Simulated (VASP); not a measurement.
# TiCo in VASP: a series of runs

TiCo is run at these levels: PBE; tasks: single point.

Program: VASP 6.6.1. These are calculated values, not measurements. Logs are shortened: lines on timing, memory, paths and dates and some standing lists are left out, and cuts for length are marked.

## (1) The cell of the first run

The structure is tetragonal, space group P4/mmm (No. 123). The conventional cell has a = 2.978 Å, b = 2.978 Å, c = 3.015 Å, α = 90.00°, β = 90.00°, γ = 90.00°. Within 3.4 Å of Ti (site symmetry 4/mmm) lie 8 Co at 2.59 Å and 6 Ti at 2.98 to 3.02 Å. Within 3.4 Å of Co (site symmetry 4/mmm) lie 8 Ti at 2.59 Å and 6 Co at 2.98 to 3.02 Å.

## (2) Single point, PBE, collinear spin, ferromagnetic start (uniaxial strain along a: +1.0 %)

File INCAR:

```
SYSTEM = TiCo
PREC     = Accurate       ! precision mode
ENCUT    = 520            ! plane-wave cutoff, eV
EDIFF    = 1E-6           ! SCF threshold, eV
ISMEAR   = 0              ! smearing method
SIGMA    = 0.1            ! smearing width, eV
LREAL    = .False.        ! projectors in reciprocal space
LASPH    = .True.         ! aspherical terms in the spheres
NELM     = 150            ! most SCF steps
ALGO     = Fast           ! electronic algorithm
ISIF     = 2              ! what is computed and relaxed
LWAVE    = .False.        ! write WAVECAR
LCHARG   = .True.         ! write CHGCAR
ISPIN    = 2              ! spin polarisation
MAGMOM   = 0 1.09         ! initial moments
LORBIT   = 11             ! projections on sites
LMAXMIX  = 4              ! l up to which the mixer works
GGA      = PE             ! functional
LELF     = .True.         ! ELF
LVHAR    = .True.       
NBANDS   = 22             ! bands
```

File KPOINTS:

```
regular mesh
0
Gamma
  18 18 18
  0 0 0
```

File POSCAR:

```
TiCo
1.0
    3.0154431610      0.0000000000      0.0000000000
    0.0000000000      2.9781233199      0.0000000000
    0.0000000000      0.0000000000      2.9781233199
Ti Co
1 1
Direct
    0.0000000000      0.0000000000      0.0000000000
    0.5000000000      0.5000000000      0.5000000000
```

Potentials or basis: VASP PAW PBE potentials, release 64 (Ti_sv, Co).

Started as:

```bash
$ cat potpaw_PBE.64/Ti_sv/POTCAR potpaw_PBE.64/Co/POTCAR > POTCAR
$ mpirun -np 1 vasp_std > vasp.out
```

OUTCAR:

```text
SYSTEM = TiCo
   PREC = Accurate
   ENCUT = 520
   EDIFF = 1E-6
   ISMEAR = 0
   LREAL = .False.
   LASPH = .True.
   NELM = 150
   ISIF = 2
   ISPIN = 2
   LORBIT = 11
   GGA = PE

 ion  position               nearest neighbor table
   1  0.000  0.000  0.000-   2 2.59   2 2.59   2 2.59   2 2.59   2 2.59   2 2.59   2 2.59   2 2.59

   2  0.500  0.500  0.500-   1 2.59   1 2.59   1 2.59   1 2.59   1 2.59   1 2.59   1 2.59   1 2.59

  LATTYP: Found a simple tetragonal cell.
 ALAT       =     2.9781233199
 C/A-ratio  =     1.0125313283

  Lattice vectors:

 A1 = (   0.0000000000,   2.9781233199,   0.0000000000)
 A2 = (   0.0000000000,   0.0000000000,   2.9781233199)
 A3 = (   3.0154431610,   0.0000000000,   0.0000000000)

Analysis of symmetry for initial positions (statically):
=====================================================================
 Subroutine PRICEL returns:
 Original cell was already a primitive cell.

 Routine SETGRP: Setting up the symmetry group for a
 simple tetragonal supercell.

 Subroutine GETGRP returns: Found 16 space group operations
 (whereof 16 operations were pure point group operations)
 out of a pool of 16 trial point group operations.

The static configuration has the point symmetry D_4h.

Analysis of symmetry for dynamics (positions and initial velocities):
=====================================================================
 Subroutine PRICEL returns:
 Original cell was already a primitive cell.

 Routine SETGRP: Setting up the symmetry group for a
 simple tetragonal supercell.

 Subroutine GETGRP returns: Found 16 space group operations
 (whereof 16 operations were pure point group operations)
 out of a pool of 16 trial point group operations.

The dynamic configuration has the point symmetry D_4h.

Analysis of structural, dynamic, and magnetic symmetry:
=====================================================================
 Subroutine PRICEL returns:
 Original cell was already a primitive cell.

 Routine SETGRP: Setting up the symmetry group for a
 simple tetragonal supercell.

 Subroutine GETGRP returns: Found 16 space group operations
 (whereof 16 operations were pure point group operations)
 out of a pool of 16 trial point group operations.

The overall configuration has the point symmetry D_4h.

 Subroutine INISYM returns: Found 16 space group operations
 (whereof 16 operations are pure point group operations),
 and found     1 'primitive' translations

----------------------------------------------------------------------------------------

                                     Primitive cell

  volume of cell :      26.7446

  direct lattice vectors                    reciprocal lattice vectors
     3.015443161  0.000000000  0.000000000     0.331626214  0.000000000  0.000000000
     0.000000000  2.978123320  0.000000000     0.000000000  0.335781931  0.000000000
     0.000000000  0.000000000  2.978123320     0.000000000  0.000000000  0.335781931

  length of vectors
     3.015443161  2.978123320  2.978123320     0.331626214  0.335781931  0.335781931

  position of ions in fractional coordinates (direct lattice)
     0.000000000  0.000000000  0.000000000
     0.500000000  0.500000000  0.500000000

  ion indices of the primitive-cell ions
   primitive index   ion index
                 1           1
                 2           2

----------------------------------------------------------------------------------------

 KPOINTS: regular mesh

Automatic generation of k-mesh.
 Grid dimensions read from file:
 generate k-points for:   18   18   18

 Generating k-lattice:

  Cartesian coordinates                     Fractional coordinates (reciprocal lattice)
     0.018423679  0.000000000  0.000000000     0.055555556  0.000000000  0.000000000
     0.000000000  0.018654552  0.000000000     0.000000000  0.055555556  0.000000000
     0.000000000  0.000000000  0.018654552     0.000000000  0.000000000  0.055555556

  Length of vectors
     0.018423679  0.018654552  0.018654552

  Shift w.r.t. Gamma in fractional coordinates (k-lattice)
     0.000000000  0.000000000  0.000000000

 Subroutine IBZKPT returns following result:
 ===========================================

 Found    550 irreducible k-points:

 Following reciprocal coordinates:
            Coordinates               Weight
  0.000000  0.000000  0.000000      1.000000
  0.055556  0.000000  0.000000      2.000000
  0.111111  0.000000  0.000000      2.000000
  0.166667  0.000000  0.000000      2.000000
  0.222222  0.000000  0.000000      2.000000
  0.277778  0.000000  0.000000      2.000000
[... 16 lines left out ...]
  0.111111  0.111111  0.000000      8.000000
  0.166667  0.111111  0.000000      8.000000
 [... further k-points ...]
   k-points           NKPTS =    550   k-points in BZ     NKDIM =    550   number of bands    NBANDS=     22
   number of dos      NEDOS =    301   number of ions     NIONS =      2
   total plane-waves  NPLWV =  13824
   dimension x,y,z NGX =    24 NGY =   24 NGZ =   24
   dimension x,y,z NGXF=    48 NGYF=   48 NGZF=   48
   ions per type =               1   1
   NGX,Y,Z   is equivalent  to a cutoff of  13.23, 13.40, 13.40 a.u.
   NGXF,Y,Z  is equivalent  to a cutoff of  26.46, 26.79, 26.79 a.u.
 SYSTEM =  TiCo
   PREC   = accura    normal or accurate (medium, high low for compatibility)
   ISTART =      0    job   : 0-new  1-cont  2-samecut
   ICHARG =      2    charge: 1-file 2-atom 10-const
   ISPIN  =      2    spin polarized calculation?
   LNONCOLLINEAR =      F non collinear calculations
   LSORBIT =      F    spin-orbit coupling
   LASPH  =      T    aspherical Exc in radial PAW
   ENCUT  =  520.0 eV  38.22 Ry    6.18 a.u.   5.61  5.54  5.54*2*pi/ulx,y,z
   NELM   =    150;   NELMIN=  2; NELMDL= -5     # of ELM steps
   EDIFF  = 0.1E-05   stopping-criterion for ELM
   LREAL  =      F    real-space projection
   EDIFFG = 0.1E-04   stopping-criterion for IOM
   NSW    =      0    number of steps for IOM
   IBRION =     -1    ionic relax: 0-MD 1-quasi-New 2-CG
   NFREE  =      0    steps in history (QN), initial steepest desc. (CG)
   ISIF   =      2    stress and relaxation
   ISYM   =      2    0-nonsym 1-usesym 2-fastsym
   POTIM  = 0.5000    time-step for ionic-motion
   TEBEG  =    0.0;   TEEND  =   0.0 temperature during run
   PSTRESS=    0.0 pullay stress
   NELECT =      21.0000    total number of electrons
   NUPDOWN=      -1.0000    fix difference up-down
   EMIN   =  10.00;   EMAX   =-10.00  energy-range for DOS
   EFERMI =   0.00;   METHOD = LEGACY
   ISMEAR =     0;   SIGMA  =   0.10  broadening in eV -4-tet -1-fermi 0-gaus
   EFERMI_NEDOS =   21; number of points for ismear=-14 and -15
   IALGO  =     68    algorithm
   IMIX   =      4    mixing-type and parameters
     AMIX     =   0.40;   BMIX     =  1.00
     AMIX_MAG =   1.60;   BMIX_MAG =  1.00
  volume/ion in A,a.u.               =      13.37        90.24
  Fermi-wavevector in a.u.,A,eV,Ry     =   1.510320  2.854092 31.035811  2.281068
  Thomas-Fermi vector in A             =   2.620526
   LORBIT       =     11    0 simple, 1 ext, 2 COOP (PROOUT), +10 PAW based schemes
   GGA     = PE    functional components
   LHFCALC =     F    Hartree Fock is set to
   AEXX    =    0.0000 exact exchange contribution
   IVDW    =     0    specifies the selected vdW correction
   LEPSILON=     F    determine dielectric tensor
   LRPA    =     F    only Hartree local field effects (RPA)
 spin polarized calculation
 RMM-DIIS sequential band-by-band and
 Gauss-broadening in eV      SIGMA  =   0.10
  energy-cutoff  :      520.00
  volume of cell :       26.74
 maximum number of plane-waves:       739
 NGX is ok and might be reduce to    24

 number of electron      20.9999986 magnetization       0.8600750

 Free energy of the ion-electron system (eV)
  ---------------------------------------------------
  ext. energy  EPLUGINS =         0.00000000
  ---------------------------------------------------
  free energy    TOTEN  =       -15.67792481 eV

  energy without entropy =      -15.66902753  energy(sigma->0) =      -15.67347617

 E-fermi :   9.8721     XC(G=0): -12.5517

 val. band max:        9.8704558466   @ k =   0.1667   0.5000   0.3889
 cond. band min:       9.8724264207   @ k =   0.3333   0.3333   0.1667
 fundamental gap:      0.0019705741
 Fermi energy:         9.8721287602

 spin component 1

 k-point     1 :       0.0000    0.0000    0.0000
  band No.  band energies     occupation
      1     -47.2882      1.00000
      2     -23.3924      1.00000
      3     -23.3760      1.00000
      4     -23.3760      1.00000
      5       2.2059      1.00000
      6       5.6996      1.00000
[... 14 lines left out ...]
     21      29.1515      0.00000
     22      30.6841      0.00000
[... 552 lines left out ...]
  band No.  band energies     occupation
      1     -47.2775      1.00000
      2     -23.4584      1.00000
      3     -23.4064      1.00000
      4     -23.3683      1.00000
      5       2.9648      1.00000
      6       5.9916      1.00000
[... 14 lines left out ...]
     21      28.8752      0.00000
     22      30.2861      0.00000

 [... further k-points ...]

 spin component 2

 k-point     1 :       0.0000    0.0000    0.0000
  band No.  band energies     occupation
      1     -47.3046      1.00000
      2     -23.4110      1.00000
      3     -23.3927      1.00000
      4     -23.3927      1.00000
      5       2.1945      1.00000
      6       6.3701      1.00000
[... 14 lines left out ...]
     21      29.3057      0.00000
     22      30.4960      0.00000
[... 552 lines left out ...]
  band No.  band energies     occupation
      1     -47.2937      1.00000
      2     -23.4777      1.00000
      3     -23.4233      1.00000
      4     -23.3849      1.00000
      5       2.9560      1.00000
      6       6.6939      1.00000
[... 14 lines left out ...]
     21      28.7973      0.00000
     22      30.1676      0.00000

 [... further k-points ...]

------------------------ aborting loop because EDIFF is reached ----------------------------------------

  FORCE on cell =-STRESS in cart. coord.  units (eV):
  Direction    XX          YY          ZZ          XY          YZ          ZX
  --------------------------------------------------------------------------------------
  -------------------------------------------------------------------------------------
  Total       -0.4364387     -0.1631522     -0.1631522      0.0000000      0.0000000      0.0000000
  in kB      -26.1455212     -9.7738804     -9.7738804      0.0000000      0.0000000      0.0000000
  external PRESSURE =     -15.2310940 kB  Pullay stress =       0.0000000 kB

 VOLUME and BASIS-vectors are now :
 -----------------------------------------------------------------------------
  energy-cutoff  :      520.00
  volume of cell :       26.74
      direct lattice vectors                 reciprocal lattice vectors
     3.015443161  0.000000000  0.000000000     0.331626214  0.000000000  0.000000000
     0.000000000  2.978123320  0.000000000     0.000000000  0.335781931  0.000000000
     0.000000000  0.000000000  2.978123320     0.000000000  0.000000000  0.335781931

 POSITION                                       TOTAL-FORCE (eV/Angst)
 -----------------------------------------------------------------------------------
      0.00000      0.00000      0.00000         0.000000      0.000000      0.000000
      1.50772      1.48906      1.48906         0.000000      0.000000      0.000000
 -----------------------------------------------------------------------------------
    total drift:                                0.000000      0.000000     -0.000000

  FREE ENERGIE OF THE ION-ELECTRON SYSTEM (eV)
  ---------------------------------------------------
  free  energy   TOTEN  =       -15.6779248053 eV

  energy  without entropy=      -15.6690275284  energy(sigma->0) =      -15.67347617

 total charge

# of ion       s       p       d       tot
------------------------------------------
    1        2.246   6.179   1.854  10.279
    2        0.524   0.458   7.297   8.279
--------------------------------------------------
tot          2.770   6.637   9.151  18.558

 magnetization (x)

# of ion       s       p       d       tot
------------------------------------------
    1       -0.002  -0.013  -0.020  -0.036
    2        0.028  -0.005   0.927   0.949
--------------------------------------------------
tot          0.026  -0.018   0.906   0.913
```

Wall time 15 min (1 thread of Intel Xeon 8259CL, shared host); peak memory 0.56 GiB.

Results:

```yaml
Free_energy: -15.6779 eV
Pressure: -1.5 GPa
Net_moment: 0.86 μB per cell
Site_moments: Ti -0.04; Co +0.95 μB
Valence_electrons_inside_the_program's_atomic_spheres: Ti 10.28; Co 8.28
```

Stress tensor (GPa, compression positive):
```
-2.61  0.00  0.00
 0.00 -0.98  0.00
 0.00  0.00 -0.98
```

Caveat: the cell differs from its parent crystal (uniaxial strain along a: +1.0 %).

## (3) Single point, PBE, collinear spin, ferromagnetic start

This run uses another cell than the first one: it holds 6 atoms, not 2.

File INCAR:

```
SYSTEM = TiCo
PREC = Accurate
ENCUT = 520
EDIFF = 1E-6
ISMEAR = 0
SIGMA = 0.15
LREAL = .FALSE.
LASPH = .TRUE.
NELM = 150
ALGO = Normal
ISIF = 2
LWAVE = .FALSE.
LCHARG = .FALSE.
ISPIN = 2
MAGMOM = 0 0 0 1.09 1.09 1.09
LORBIT = 11
LMAXMIX = 4
GGA = PE
NBANDS = 44
KPAR = 4
```

File KPOINTS:

```
regular mesh
0
G
  20 20 7
  0 0 0
```

File POSCAR:

```
TiCo
1.0
    0.0000000000     -2.9855872874      0.0000000000
    0.0000000000      0.0000000000     -2.9855872874
    8.9567618622      0.0000000000      0.0000000000
Ti Co
3 3
Direct
    1.0000000000      1.0000000000      0.3333333333
    1.0000000000      1.0000000000      0.6666666667
    1.0000000000      1.0000000000      0.0000000000
    0.5000000000      0.5000000000      0.1666666667
    0.5000000000      0.5000000000      0.5000000000
    0.5000000000      0.5000000000      0.8333333333
```

Potentials or basis: VASP PAW PBE potentials, release 64 (Ti_sv, Co).

Started as:

```bash
$ cat potpaw_PBE.64/Ti_sv/POTCAR potpaw_PBE.64/Co/POTCAR > POTCAR
$ mpirun -np 4 vasp_std > vasp.out
```

It took 4.5 min on 4 MPI ranks of Intel Xeon 6975P-C (Granite Rapids), shared host; peak memory 1.2 GiB.

Results (log left out):

```yaml
Free_energy: -47.0561 eV
Pressure: -0.6 GPa
Net_moment: 2.53 μB per cell
Site_moments: Ti -0.03; Co +0.93 μB
Valence_electrons_inside_the_program's_atomic_spheres: Ti 10.29; Co 8.29
```

Levels at points of the mesh, in eV from the Fermi level:
Spin up:
```csv
k point,band 30,band 31,band 32,band 33,band 34,band 35,band 36,band 37
"(0.00, 0.00, 0.00)",-1.61,-0.31,-0.31,0.21,0.21,0.48,0.48,1.07
"(0.50, 0.00, 0.00)",-0.94,-0.69,-0.63,-0.63,-0.60,0.67,0.67,0.85
"(0.50, 0.50, 0.00)",-1.48,-1.48,-0.99,-0.99,-0.77,0.64,0.64,1.10
```
Spin down:
```tsv
k point	band 26	band 27	band 28	band 29	band 30	band 31	band 32	band 33	band 34	band 35
(0.00, 0.00, 0.00)	-1.32	-1.32	-1.32	-1.01	-1.01	-0.08	-0.08	1.03	1.03	1.03
(0.50, 0.00, 0.00)	-1.13	-1.13	-0.89	-0.80	-0.56	-0.56	0.21	0.21	0.59	0.67
(0.50, 0.50, 0.00)	-1.53	-1.53	-1.53	0.00	0.02	0.02	0.21	0.21	0.29	0.60
```
